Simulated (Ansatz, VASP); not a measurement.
## CsH in VASP and in Ansatz

```
Cs H
1.0
     0.20913    3.18800    3.18800
     3.18800    0.20913    3.18800
     3.39713    3.39713    0.00000
Cs H
1 1
Direct
  0.00000 0.00000 0.00000
  0.50000 0.50000 0.50000
```

Change from the starting cell: strain +0.1312 x Voigt [0, 0, 0, 0, 0, 1], atoms carried along.

Alike in both runs: task single point; functional r2SCAN; k mesh 6 × 6 × 6; occupations gaussian, width 0.05 eV; no spin polarisation.

|  | VASP | Ansatz |
| --- | --- | --- |
| version | VASP 6.6.1 | Ansatz 0.2.0 |
| potentials or method | VASP PAW PBE potentials, release 64 (Cs_sv, H), cutoff 520 eV | scalar-relativistic, plane waves, PAW |
| valence electrons in the cell | 10 | 10 |

|  | VASP | Ansatz | Ansatz less VASP |
| --- | --- | --- | --- |
| gap on the k mesh at the Fermi level (eV) | 2.62 | 2.64 | +0.020 |
| least direct gap on the mesh (eV) | 2.63 | 2.65 | +0.019 |
| pressure (GPa) | 0.0 | 0.0 | -0.03 |
| traceless stress, the component that is largest in VASP (GPa) | -0.66 | -0.66 | +0.002 |

VASP's potentials were made for PBE, not for r2SCAN. With one functional, cell and mesh, what is left measures potentials, basis and numerics.

Spin-orbit coupling is off throughout.
